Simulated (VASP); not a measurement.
The system is PbS, a slab with vacuum.

```
CELL_PARAMETERS angstrom
2.94050 -2.90000 0.00000
2.94050 2.90000 0.00000
-1.08005 0.00000 11.70929
ATOMIC_POSITIONS crystal
Pb 0.77560 0.77560 0.63638
Pb 0.22440 0.22440 0.36362
S 0.26840 0.26840 0.59860
S 0.73160 0.73160 0.40140
```

Base run:

| Property | Result |
| --- | --- |
| Program | VASP 6.6.1 |
| Functional | PBEsol |
| Potentials or basis | VASP PAW PBE potentials, release 64 (Pb_d, S) |
| Cutoff | 520 eV |
| k mesh | 6 × 6 × 2 |
| Occupations | gaussian, width 0.01 eV |
| Spin | no spin polarisation |

Its results: band gap on the k mesh 1.25 eV, direct; largest force 0.675 eV/Å.

Problem. The run is repeated on the same cell with these changes: functional from PBEsol to BLYP; further incar settings from ALGO = Normal; EDIFF = 1e-06; NBANDS = 28 to ALGO = Normal; EDIFF = 1e-07; NBANDS = 28. What comes out?

Solution. Band gap on the k mesh 1.18 eV, indirect (the least direct gap lies 0.5 meV higher); largest force 0.098 eV/Å.

Caveats: the PAW data sets were made with another functional, which shifts forces and pressure a little; spin-orbit coupling is left out, which moves the levels of the heavy elements.

A k mesh can miss the band edges.
